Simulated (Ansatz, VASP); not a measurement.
## Two plane-wave programs on W

```
W
1.0
    -1.55601    1.55601    1.55601
     1.55601   -1.55601    1.55601
     1.55601    1.55601   -1.55601
W
1
Direct
  0.00000 0.00000 0.00000
```

Alike in both runs: task single point; functional PBEsol; k mesh 23 × 23 × 23; occupations fermi-dirac, width 0.1 eV; no spin polarisation.

|  | VASP | Ansatz |
| --- | --- | --- |
| version | VASP 6.6.1 | Ansatz 0.2.0 |
| potentials or method | VASP PAW PBE potentials, release 64 (W_sv), cutoff 520 eV | plane waves (420 eV) with PAW, scalar-relativistic |
| valence electrons in the cell | 14 | 14 |

|  | VASP | Ansatz | Ansatz less VASP |
| --- | --- | --- | --- |
| pressure (GPa) | 15.0 | 14.2 | -0.88 |

VASP's potentials were made for PBE, not for PBEsol, and Ansatz warns of the same on its side.

Spin-orbit coupling is off throughout.
